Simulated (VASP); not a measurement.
# ZnAu (Amm2) in VASP: a series of runs

The runs below take ZnAu through single point, with PBE.

Everything below comes from runs of VASP 6.6.1. Logs are shortened: lines on timing, memory, paths and dates and some standing lists are left out, and cuts for length are marked.

**1. The cell of the first run**

Symmetry: Amm2, No. 38, orthorhombic system. The conventional cell has a = 3.147 Å, b = 4.451 Å, c = 4.451 Å, α = 90.00°, β = 90.00°, γ = 90.00°. Zn (site symmetry mm2) has 8 Au at 2.63 to 2.82 Å and 6 Zn at 3.15 Å within 3.5 Å. Within 3.5 Å of Au (site symmetry mm2) lie 8 Zn at 2.63 to 2.82 Å and 6 Au at 3.15 Å.

**2. Single point, PBE (all Au atoms moved +0.113 Å, as atom 2 along Cartesian [1 -1 0])**

Input file INCAR:

```
SYSTEM = ZnAu
  PREC = Accurate
  ENCUT = 520
  EDIFF = 1E-6
  ISMEAR = 0
  SIGMA = 0.15
  LREAL = .False.
  LASPH = .True.
  NELM = 80
  ALGO = Fast
  ISIF = 2
  LWAVE = .False.
  LCHARG = .False.
  GGA = PE
  NBANDS = 18
```

Input file KPOINTS:

```
regular mesh
0
Gamma
  16 16 16
  0 0 0
```

Input file POSCAR:

```
ZnAu
1.0
    3.1470000000      0.0000000000      0.0000000000
    0.0000000000      3.1470000000      0.0000000000
    0.0000000000      0.0000000000      3.1470000000
Zn Au
1 1
Direct
    0.5000000000      0.5000000000      0.5000000000
    0.0252778878     -0.0252778878      0.0000000000
```

Potentials or basis: VASP PAW PBE potentials, release 64 (Zn, Au).

Run with:

```console
$ cat potpaw_PBE.64/Zn/POTCAR potpaw_PBE.64/Au/POTCAR > POTCAR
$ mpirun -np 1 vasp_std > vasp.out
```

OUTCAR:

```text
SYSTEM = ZnAu
   PREC = Accurate
   ENCUT = 520
   EDIFF = 1E-6
   ISMEAR = 0
   LREAL = .False.
   LASPH = .True.
   NELM = 80
   ISIF = 2
   GGA = PE

 ion  position               nearest neighbor table
   1  0.500  0.500  0.500-   2 2.63   2 2.63   2 2.73   2 2.73   2 2.73   2 2.73   2 2.82   2 2.82

   2  0.025  0.975  0.000-   1 2.63   1 2.63   1 2.73   1 2.73   1 2.73   1 2.73   1 2.82   1 2.82

  LATTYP: Found a simple cubic cell.
 ALAT       =     3.1470000000

  Lattice vectors:

 A1 = (   3.1470000000,   0.0000000000,   0.0000000000)
 A2 = (   0.0000000000,   3.1470000000,   0.0000000000)
 A3 = (   0.0000000000,   0.0000000000,   3.1470000000)

Analysis of symmetry for initial positions (statically):
=====================================================================
 Subroutine PRICEL returns:
 Original cell was already a primitive cell.

 Routine SETGRP: Setting up the symmetry group for a
 simple cubic supercell.

 Subroutine GETGRP returns: Found  4 space group operations
 (whereof  4 operations were pure point group operations)
 out of a pool of 48 trial point group operations.

The static configuration has the point symmetry C_2v.

Analysis of symmetry for dynamics (positions and initial velocities):
=====================================================================
 Subroutine PRICEL returns:
 Original cell was already a primitive cell.

 Routine SETGRP: Setting up the symmetry group for a
 simple cubic supercell.

 Subroutine GETGRP returns: Found  4 space group operations
 (whereof  4 operations were pure point group operations)
 out of a pool of 48 trial point group operations.

The dynamic configuration has the point symmetry C_2v.

 Subroutine INISYM returns: Found  4 space group operations
 (whereof  4 operations are pure point group operations),
 and found     1 'primitive' translations

----------------------------------------------------------------------------------------

                                     Primitive cell

  volume of cell :      31.1667

  direct lattice vectors                    reciprocal lattice vectors
     3.147000000  0.000000000  0.000000000     0.317762949  0.000000000  0.000000000
     0.000000000  3.147000000  0.000000000     0.000000000  0.317762949  0.000000000
     0.000000000  0.000000000  3.147000000     0.000000000  0.000000000  0.317762949

  length of vectors
     3.147000000  3.147000000  3.147000000     0.317762949  0.317762949  0.317762949

  position of ions in fractional coordinates (direct lattice)
     0.500000000  0.500000000  0.500000000
     0.025277888  0.974722112  0.000000000

  ion indices of the primitive-cell ions
   primitive index   ion index
                 1           1
                 2           2

----------------------------------------------------------------------------------------

 KPOINTS: regular mesh

Automatic generation of k-mesh.
 Grid dimensions read from file:
 generate k-points for:   16   16   16

 Generating k-lattice:

  Cartesian coordinates                     Fractional coordinates (reciprocal lattice)
     0.019860184  0.000000000  0.000000000     0.062500000  0.000000000  0.000000000
     0.000000000  0.019860184  0.000000000     0.000000000  0.062500000  0.000000000
     0.000000000  0.000000000  0.019860184     0.000000000  0.000000000  0.062500000

  Length of vectors
     0.019860184  0.019860184  0.019860184

  Shift w.r.t. Gamma in fractional coordinates (k-lattice)
     0.000000000  0.000000000  0.000000000

 Subroutine IBZKPT returns following result:
 ===========================================

 Found    657 irreducible k-points:

 Following reciprocal coordinates:
            Coordinates               Weight
  0.000000  0.000000  0.000000      1.000000
  0.062500  0.000000  0.000000      4.000000
  0.000000  0.000000  0.062500      2.000000
  0.125000  0.000000  0.000000      4.000000
  0.000000  0.000000  0.125000      2.000000
  0.187500  0.000000  0.000000      4.000000
[... 16 lines left out ...]
  0.062500  0.000000  0.125000      8.000000
 -0.062500  0.125000  0.000000      4.000000
 [... further k-points ...]
   k-points           NKPTS =    657   k-points in BZ     NKDIM =    657   number of bands    NBANDS=     18
   number of dos      NEDOS =    301   number of ions     NIONS =      2
   total plane-waves  NPLWV =  13824
   dimension x,y,z NGX =    24 NGY =   24 NGZ =   24
   dimension x,y,z NGXF=    48 NGYF=   48 NGZF=   48
   ions per type =               1   1
   NGX,Y,Z   is equivalent  to a cutoff of  12.68, 12.68, 12.68 a.u.
   NGXF,Y,Z  is equivalent  to a cutoff of  25.36, 25.36, 25.36 a.u.
 SYSTEM =  ZnAu
   PREC   = accura    normal or accurate (medium, high low for compatibility)
   ISTART =      0    job   : 0-new  1-cont  2-samecut
   ICHARG =      2    charge: 1-file 2-atom 10-const
   ISPIN  =      1    spin polarized calculation?
   LNONCOLLINEAR =      F non collinear calculations
   LSORBIT =      F    spin-orbit coupling
   LASPH  =      T    aspherical Exc in radial PAW
   ENCUT  =  520.0 eV  38.22 Ry    6.18 a.u.   5.85  5.85  5.85*2*pi/ulx,y,z
   NELM   =     80;   NELMIN=  2; NELMDL= -5     # of ELM steps
   EDIFF  = 0.1E-05   stopping-criterion for ELM
   LREAL  =      F    real-space projection
   EDIFFG = 0.1E-04   stopping-criterion for IOM
   NSW    =      0    number of steps for IOM
   IBRION =     -1    ionic relax: 0-MD 1-quasi-New 2-CG
   NFREE  =      0    steps in history (QN), initial steepest desc. (CG)
   ISIF   =      2    stress and relaxation
   ISYM   =      2    0-nonsym 1-usesym 2-fastsym
   POTIM  = 0.5000    time-step for ionic-motion
   TEBEG  =    0.0;   TEEND  =   0.0 temperature during run
   PSTRESS=    0.0 pullay stress
   NELECT =      23.0000    total number of electrons
   NUPDOWN=      -1.0000    fix difference up-down
   EMIN   =  10.00;   EMAX   =-10.00  energy-range for DOS
   EFERMI =   0.00;   METHOD = LEGACY
   ISMEAR =     0;   SIGMA  =   0.15  broadening in eV -4-tet -1-fermi 0-gaus
   EFERMI_NEDOS =   21; number of points for ismear=-14 and -15
   IALGO  =     68    algorithm
   IMIX   =      4    mixing-type and parameters
     AMIX     =   0.40;   BMIX     =  1.00
     AMIX_MAG =   1.60;   BMIX_MAG =  1.00
  volume/ion in A,a.u.               =      15.58       105.16
  Fermi-wavevector in a.u.,A,eV,Ry     =   1.479406  2.795672 29.778283  2.188642
  Thomas-Fermi vector in A             =   2.593568
   LORBIT       =      0    0 simple, 1 ext, 2 COOP (PROOUT), +10 PAW based schemes
   GGA     = PE    functional components
   LHFCALC =     F    Hartree Fock is set to
   AEXX    =    0.0000 exact exchange contribution
   IVDW    =     0    specifies the selected vdW correction
   LEPSILON=     F    determine dielectric tensor
   LRPA    =     F    only Hartree local field effects (RPA)
 non-spin polarized calculation
 RMM-DIIS sequential band-by-band and
 Gauss-broadening in eV      SIGMA  =   0.15
  energy-cutoff  :      520.00
  volume of cell :       31.17
 maximum number of plane-waves:       862
   NGX = 11   NGY = 11   NGZ = 11

 number of electron      22.9999997 magnetization

 Free energy of the ion-electron system (eV)
  ---------------------------------------------------
  ext. energy  EPLUGINS =         0.00000000
  ---------------------------------------------------
  free energy    TOTEN  =        -4.71067242 eV

  energy without entropy =       -4.70560074  energy(sigma->0) =       -4.70813658

 E-fermi :   7.0971     XC(G=0): -12.3750

 val. band max:        7.0833675563   @ k =  -0.3125   0.4375   0.2500
 cond. band min:       7.1457065131   @ k =   0.1250   0.1250   0.3125
 fundamental gap:      0.0623389568
 Fermi energy:         7.0970895010

 k-point     1 :       0.0000    0.0000    0.0000
  band No.  band energies     occupation
      1      -3.5251      2.00000
      2      -1.0431      2.00000
      3      -1.0315      2.00000
      4      -0.3591      2.00000
      5      -0.3391      2.00000
      6      -0.3347      2.00000
[... 10 lines left out ...]
     17      19.2194      0.00000
     18      25.4256      0.00000

 k-point     2 :       0.0625    0.0000    0.0000
  band No.  band energies     occupation
      1      -3.4556      2.00000
      2      -1.0272      2.00000
      3      -1.0117      2.00000
      4      -0.3572      2.00000
      5      -0.3400      2.00000
      6      -0.3321      2.00000
[... 10 lines left out ...]
     17      19.5128      0.00000
     18      25.4157      0.00000

 k-point     3 :       0.0000    0.0000    0.0625
  band No.  band energies     occupation
      1      -3.4554      2.00000
      2      -1.0220      2.00000
      3      -1.0171      2.00000
      4      -0.3600      2.00000
      5      -0.3355      2.00000
      6      -0.3338      2.00000
[... 10 lines left out ...]
     17      19.5415      0.00000
     18      25.3483      0.00000

 k-point     4 :       0.1250    0.0000    0.0000
  band No.  band energies     occupation
      1      -3.2495      2.00000
      2      -0.9835      2.00000
      3      -0.9536      2.00000
      4      -0.3552      2.00000
      5      -0.3422      2.00000
      6      -0.3208      2.00000
[... 375 lines left out ...]
      4      -0.3668      2.00000
      5      -0.3493      2.00000
      6      -0.3031      2.00000
[... 10 lines left out ...]
     17      20.5066      0.00000
     18      24.5774      0.00000

 k-point    23 :       0.0625    0.0000    0.1250
  band No.  band energies     occupation
      1      -3.1811      2.00000
      2      -0.9594      2.00000
      3      -0.9450      2.00000
      4      -0.3707      2.00000
      5      -0.3468      2.00000
      6      -0.3022      2.00000
[... 10 lines left out ...]
     17      20.5409      0.00000
     18      24.5804      0.00000

 k-point    24 :      -0.0625    0.1250    0.0000
  band No.  band energies     occupation
      1      -3.1816      2.00000
      2      -0.9684      2.00000
      3      -0.9353      2.00000
      4      -0.3573      2.00000
      5      -0.3422      2.00000
      6      -0.3183      2.00000
[... 10 lines left out ...]
     17      20.5029      0.00000
     18      24.6353      0.00000

 [... further k-points ...]

------------------------ aborting loop because EDIFF is reached ----------------------------------------

  FORCE on cell =-STRESS in cart. coord.  units (eV):
  Direction    XX          YY          ZZ          XY          YZ          ZX
  --------------------------------------------------------------------------------------
  -------------------------------------------------------------------------------------
  Total        1.0794516      1.0794516      1.1405380     -0.1253223      0.0000000      0.0000000
  in kB       55.4911269     55.4911269     58.6313821     -6.4424153      0.0000000      0.0000000
  external PRESSURE =      56.5378786 kB  Pullay stress =       0.0000000 kB

 VOLUME and BASIS-vectors are now :
 -----------------------------------------------------------------------------
  energy-cutoff  :      520.00
  volume of cell :       31.17
      direct lattice vectors                 reciprocal lattice vectors
     3.147000000  0.000000000  0.000000000     0.317762949  0.000000000  0.000000000
     0.000000000  3.147000000  0.000000000     0.000000000  0.317762949  0.000000000
     0.000000000  0.000000000  3.147000000     0.000000000  0.000000000  0.317762949

 POSITION                                       TOTAL-FORCE (eV/Angst)
 -----------------------------------------------------------------------------------
      1.57350      1.57350      1.57350         0.314529     -0.314529      0.000000
      0.07955      3.06745      0.00000        -0.314529      0.314529      0.000000
 -----------------------------------------------------------------------------------
    total drift:                               -0.000525      0.000525     -0.000000

  FREE ENERGIE OF THE ION-ELECTRON SYSTEM (eV)
  ---------------------------------------------------
  free  energy   TOTEN  =        -4.7106724195 eV

  energy  without entropy=       -4.7056007421  energy(sigma->0) =       -4.70813658
```

Wall time 82 s (1 thread of Intel Xeon 6975P-C (Granite Rapids), shared host); peak memory 0.46 GiB.

What came out:

| Property | Result |
| --- | --- |
| Free energy | -4.7107 eV |
| Pressure | 5.7 GPa |
| Largest force | 0.445 eV/Å |
| Band gap on the k mesh | zero (an odd number of electrons rules out a gap without spin polarisation) |

Forces on the atoms (eV/Å):
```
Zn   0.315 -0.315  0.000
Au  -0.315  0.315  0.000
```

Levels at points of the mesh, in eV from the Fermi level:
```
           k point  band 10  band 11  band 12  band 13  band 14  band 15
(0.00, 0.00, 0.00)    -3.76    -3.75     5.00     5.03     5.04     8.83
(0.50, 0.00, 0.00)    -4.90    -3.90    -2.38    10.25    10.86    10.89
(0.00, 0.00, 0.50)    -4.89    -3.90    -2.39    10.17    10.78    11.04
(0.50, 0.50, 0.00)    -3.18    -1.98    -1.97     0.84     2.49    10.44
(0.00, 0.50, 0.50)    -3.18    -1.98    -1.96     0.84     2.50    10.46
(0.50, 0.50, 0.50)    -3.13     1.42     3.59     3.67     3.68     3.76
```

Caveat: the cell differs from its parent crystal (all Au atoms moved +0.113 Å, as atom 2 along Cartesian [1 -1 0]); the cell stands under pressure; spin-orbit coupling is left out, which moves the levels of the heavy elements.

**3. Single point, PBE (all Au atoms moved +0.037 Å, as atom 2 along Cartesian [1 -1 0])**

Input file INCAR:

```
SYSTEM = ZnAu
ALGO = Fast ; EDIFF = 1E-6
ENCUT = 520 ; GGA = PE
ISIF = 2 ; ISMEAR = 0
LASPH = .TRUE. ; LCHARG = .TRUE.
LELF = .TRUE. ; LREAL = .FALSE.
LVHAR = .TRUE. ; LWAVE = .FALSE.
NBANDS = 18 ; NELM = 100
PREC = Accurate ; SIGMA = 0.15
```

Input file KPOINTS:

```
k-points
0
G
  16 16 16
  0 0 0
```

Changes to POSCAR since step 2:

```diff
@@ -9,2 +9,2 @@
     0.5000000000      0.5000000000      0.5000000000
-    0.0252778878     -0.0252778878      0.0000000000
+    0.0084259626     -0.0084259626      0.0000000000
```

Potentials or basis: VASP PAW PBE potentials, release 64 (Zn, Au).

Run with:

```console
$ cat potpaw_PBE.64/Zn/POTCAR potpaw_PBE.64/Au/POTCAR > POTCAR
$ mpirun -np 1 vasp_std > vasp.out
```

Run time: 78 s. Hardware: 1 thread of Intel Xeon 6975P-C (Granite Rapids), shared host; peak memory 0.46 GiB.

It converged, with:

```yaml
Free_energy: -4.7325 eV
Pressure: 4.9 GPa
Largest_force: 0.144 eV/Å
Band_gap_on_the_k_mesh: zero (an odd number of electrons rules out a gap without spin polarisation)
```

Forces in eV/Å, atoms in the order of the input:
```
Zn   0.102 -0.102  0.000
Au  -0.102  0.102  0.000
```

Stress tensor (GPa, compression positive):
```
 4.89 -0.07  0.00
-0.07  4.89  0.00
 0.00  0.00  4.93
```

Levels at points of the mesh, in eV from the Fermi level:
```csv
k point,band 8,band 9,band 10,band 11,band 12,band 13,band 14,band 15,band 16,band 17
"(0.00, 0.00, 0.00)",-5.43,-3.75,-3.75,-3.75,5.00,5.00,5.00,8.85,12.13,12.13
"(0.50, 0.00, 0.00)",-5.45,-4.93,-4.92,-3.90,-2.38,10.41,11.06,11.08,11.24,11.28
"(0.00, 0.00, 0.50)",-5.45,-4.92,-4.92,-3.90,-2.38,10.39,11.11,11.13,11.14,11.25
"(0.50, 0.50, 0.00)",-4.09,-4.09,-3.17,-1.98,-1.98,0.84,2.50,10.41,12.69,12.69
"(0.00, 0.50, 0.50)",-4.10,-4.09,-3.17,-1.98,-1.97,0.84,2.50,10.42,12.69,12.69
"(0.50, 0.50, 0.50)",-6.44,-3.12,-3.12,1.41,3.59,3.75,3.75,3.76,5.90,5.91
```

Caveat: the cell differs from its parent crystal (all Au atoms moved +0.037 Å, as atom 2 along Cartesian [1 -1 0]); the cell stands under pressure; spin-orbit coupling is left out, which moves the levels of the heavy elements.

**4. Single point, PBE (all Au atoms moved +0.075 Å, as atom 2 along Cartesian [1 -1 0])**

Input file INCAR:

```
PREC = Accurate
ENCUT = 520
EDIFF = 1E-7
ISMEAR = 0
SIGMA = 0.15
LREAL = F
LASPH = T
NELM = 100
ALGO = Fast
ISIF = 2
LWAVE = F
LCHARG = T
GGA = PE
LELF = T
LVHAR = T
NBANDS = 18
```

Input file KPOINTS:

```
regular mesh
0
Gamma
  16 16 16
```

Changes to POSCAR since step 3:

```diff
@@ -9,2 +9,2 @@
     0.5000000000      0.5000000000      0.5000000000
-    0.0084259626     -0.0084259626      0.0000000000
+    0.0168519252     -0.0168519252      0.0000000000
```

Run with:

```console
$ cat potpaw_PBE.64/Zn/POTCAR potpaw_PBE.64/Au/POTCAR > POTCAR
$ mpirun -np 1 vasp_std > vasp.out
```

Run time: 8.3 min. Hardware: 1 thread of Oxide Virtual Turin-like, shared host; peak memory 0.43 GiB.

It converged, with:

| Item | Value |
| --- | --- |
| Free energy | -4.7244 eV |
| Pressure | 5.3 GPa |
| Largest force | 0.290 eV/Å |
| Band gap on the k mesh | zero (an odd number of electrons rules out a gap without spin polarisation) |

Forces in eV/Å, atoms in the order of the input:
```
Zn   0.205 -0.205  0.000
Au  -0.205  0.205  0.000
```

Stress tensor (GPa, compression positive):
```
 5.22 -0.29  0.00
-0.29  5.22  0.00
 0.00  0.00  5.35
```

Levels at points of the mesh, in eV from the Fermi level:
| k point | band 8 | band 9 | band 10 | band 11 | band 12 | band 13 | band 14 | band 15 | band 16 | band 17 |
| --- | --- | --- | --- | --- | --- | --- | --- | --- | --- | --- |
| (0.00, 0.00, 0.00) | -5.44 | -3.76 | -3.75 | -3.75 | 5.00 | 5.01 | 5.02 | 8.85 | 12.11 | 12.13 |
| (0.50, 0.00, 0.00) | -5.45 | -4.93 | -4.91 | -3.90 | -2.38 | 10.35 | 10.95 | 10.99 | 11.25 | 11.38 |
| (0.00, 0.00, 0.50) | -5.46 | -4.92 | -4.91 | -3.90 | -2.39 | 10.30 | 10.95 | 11.10 | 11.14 | 11.34 |
| (0.50, 0.50, 0.00) | -4.10 | -4.10 | -3.17 | -1.98 | -1.97 | 0.84 | 2.50 | 10.42 | 12.69 | 12.70 |
| (0.00, 0.50, 0.50) | -4.10 | -4.10 | -3.17 | -1.98 | -1.97 | 0.84 | 2.50 | 10.43 | 12.70 | 12.70 |
| (0.50, 0.50, 0.50) | -6.44 | -3.12 | -3.12 | 1.41 | 3.59 | 3.72 | 3.72 | 3.76 | 5.90 | 5.94 |

Caveat: the cell differs from its parent crystal (all Au atoms moved +0.075 Å, as atom 2 along Cartesian [1 -1 0]); the cell stands under pressure; spin-orbit coupling is left out, which moves the levels of the heavy elements.

**5. Summary**

```tsv
cell	further INCAR settings	gap on the mesh (eV)	pressure (GPa)	largest force (eV/Å)
as given, atomic positions A	ALGO = Fast; EDIFF = 1e-06; NBANDS = 18	none	5.7	0.44
as given, atomic positions B	ALGO = Fast; EDIFF = 1e-06; NBANDS = 18	none	4.9	0.14
as given, atomic positions C	ALGO = Fast; EDIFF = 1e-07; NBANDS = 18	none	5.3	0.29
```

Alike in all rows: task single point; level PBE; potentials or basis VASP PAW PBE potentials, release 64 (Zn, Au); no spin polarisation; k mesh 16 × 16 × 16; cutoff (eV) 520; smearing gaussian 0.15 eV.

Caveats: the cell stands under pressure; spin-orbit coupling is left out, which moves the levels of the heavy elements.

Total energies depend on the potentials used, so only differences within one code and one set of settings carry meaning.

The gap in the log of VASP goes by the Fermi energy; the results here count the filled bands.